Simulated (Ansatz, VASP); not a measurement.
One calculation of Si, two programs

Contents of POSCAR:

```
Si
1.0
    0.0000000000      2.6268316544      2.7221053413
    2.8173790282      0.0000000000      2.7221053413
    2.8173790282      2.6268316544      0.0000000000
Si
2
Direct
    0.5000000000      0.5000000000      0.5000000000
    0.7500000000      0.7500000000      0.7500000000
```

INCAR.step1

```
PREC = Accurate
ENCUT = 520
ISMEAR = 0
SIGMA = 0.05
LREAL = False
LASPH = True
NELM = 100
NBANDS = 11
GGA = PE
ALGO = Normal
EDIFF = 1E-4
LWAVE = True
LCHARG = False
```

Contents of INCAR.step2:

```
PREC = Accurate
ENCUT = 520
EDIFF = 1E-6
ISMEAR = 0
SIGMA = 0.05
LREAL = False
LASPH = True
NELM = 100
ALGO = Normal
ISIF = 2
LWAVE = False
LCHARG = True
METAGGA = R2SCAN
LMIXTAU = True
LELF = True
LVHAR = True
NBANDS = 11
ISTART = 1
```

File KPOINTS:

```
Automatic mesh
0
Gamma
  8 8 8
```

Input for Ansatz:

```yaml
crystal:
  lattice:
    - [0.0, 2.6268316544, 2.7221053413]
    - [2.8173790282, 0.0, 2.7221053413]
    - [2.8173790282, 2.6268316544, 0.0]
  atoms:
    - { symbol: Si, position: [0.5, 0.5, 0.5] }
    - { symbol: Si, position: [0.75, 0.75, 0.75] }
basis:
  ecutwfc: 500
kpoints:
  mp_grid: { grid: [8, 8, 8] }
hamiltonian:
  xc: r2scan
scf:
  occupations: { method: gaussian, width: 0.05 }
output:
  forces: true
  stress: true
  eigenvalues: true
```

Change from the starting cell: strain +0.0350 x Voigt [1, -1, 0, 0, 0, 0], atoms carried along.

Alike in both runs: task single point; functional r2SCAN; k mesh 8 × 8 × 8; occupations gaussian, width 0.05 eV; no spin polarisation.

|  | VASP | Ansatz |
| --- | --- | --- |
| version | VASP 6.6.1 | Ansatz 0.2.0 |
| potentials or method | VASP PAW PBE potentials, release 64 (Si), cutoff 520 eV | scalar-relativistic, plane waves, PAW |
| valence electrons in the cell | 8 | 8 |

```tsv
	VASP	Ansatz	Ansatz less VASP
gap on the k mesh at the Fermi level (eV)	0.23	0.22	-0.015
least direct gap on the mesh (eV)	2.37	2.36	-0.015
pressure (GPa)	-0.2	0.0	+0.24
traceless stress, the component that is largest in VASP (GPa)	-3.93	-3.91	+0.025
```

VASP's potentials were made for PBE, not for r2SCAN.
